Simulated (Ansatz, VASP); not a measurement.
# Two plane-wave programs on NiO

Contents of INCAR:

```
SYSTEM = NiO
ALGO     = Normal         ! electronic algorithm
EDIFF    = 1E-6           ! SCF threshold, eV
ENCUT    = 600            ! plane-wave cutoff, eV
GGA      = PS             ! functional
GGA_COMPAT= .False.      
ISIF     = 2              ! what is computed and relaxed
ISMEAR   = -1             ! smearing method
ISPIN    = 2              ! spin polarisation
LASPH    = .True.         ! aspherical terms in the spheres
LCHARG   = .False.        ! write CHGCAR
LDAU     = .True.         ! DFT+U
LDAUJ    = 0 0          
LDAUL    = 2 -1           ! shell
LDAUPRINT= 1            
LDAUTYPE = 2            
LDAUU    = 4 0            ! U, eV
LMAXMIX  = 4              ! l up to which the mixer works
LORBIT   = 11             ! projections on sites
LREAL    = .False.        ! projectors in reciprocal space
LWAVE    = .False.        ! write WAVECAR
MAGMOM   = 1 0            ! initial moments
NBANDS   = 23             ! bands
NELM     = 200            ! most SCF steps
PREC     = Accurate       ! precision mode
SIGMA    = 0.05           ! smearing width, eV
```

The input KPOINTS:

```
k-points
0
Gamma
  11 11 11
  0 0 0
```

POSCAR

```
NiO
1.0
    0.0000000000      2.0859016414      2.0859016414
    2.0859016414      0.0000000000      2.0859016414
    2.0859016414      2.0859016414      0.0000000000
Ni O
1 1
Direct
    0.0000000000      0.0000000000      0.0000000000
    0.5000000000      0.5000000000      0.5000000000
```

File input.yaml:

```yaml
crystal:
  lattice:
    - [0.0, 2.0859016414, 2.0859016414]
    - [2.0859016414, 0.0, 2.0859016414]
    - [2.0859016414, 2.0859016414, 0.0]
  atoms:
    - { symbol: Ni, position: [0.0, 0.0, 0.0], spin: 1.0 }
    - { symbol: O, position: [0.5, 0.5, 0.5] }
hamiltonian:
  xc: pbesol
  pseudopotentials: { kind: paw }
  hubbard: { sites: [{ species: Ni, l: d, u_eff: 4.0 }] }
magnetization:
  spin_polarized: true
kpoints:
  mp_grid: { grid: [11, 11, 11] }
  band_path:
    path:
      - [[0.0, 0.0, 0.0], [0.5, 0.0, 0.5], [0.5, 0.25, 0.75], [0.375, 0.375, 0.75], [0.0, 0.0, 0.0], [0.5, 0.5, 0.5], [0.625, 0.25, 0.625], [0.5, 0.25, 0.75], [0.5, 0.5, 0.5], [0.375, 0.375, 0.75]]
      - [[0.625, 0.25, 0.625], [0.5, 0.0, 0.5]]
    npoints: 14
scf:
  occupations: { method: fermi_dirac, width: 0.05 }
  n_extra_bands: 6
output:
  forces: true
  stress: true
  eigenvalues: true
  fatbands: false
```

Alike in both runs: functional PBEsol; k mesh 11 × 11 × 11; occupations fermi-dirac, width 0.05 eV; collinear spin; Hubbard terms Ni d U = 4.0 eV.

```csv
,VASP,Ansatz
version,VASP 6.6.1,Ansatz 0.2.0
potentials or method,"VASP PAW PBE potentials, release 64 (Ni_sv_GW, O)",Ansatz PAW
plane-wave cutoff (eV),600,420
valence electrons in the cell,24,24
task,single point,band structure
```

|  | VASP | Ansatz | Ansatz less VASP |
| --- | --- | --- | --- |
| gap on the k mesh at the Fermi level (eV) | 1.29 | 1.03 | -0.265 |
| least direct gap on the mesh (eV) | 2.11 | 1.83 | -0.279 |
| pressure (GPa) | -1.8 | 2.2 | +3.97 |
| net moment per atom (μB) | 1.00 | 1.00 | 0.000 |
| size of the moment on the site where the two differ most (μB) | 1.73 | 1.66 | -0.064 |

VASP's potentials were made for PBE, not for PBEsol. Site moments also hang on the region over which each program counts them. The programs project onto different local orbitals, so the same U acts differently, and such runs can settle in different states.

Noted on Ansatz's run: the magnetic or orbital state may not be the lowest.
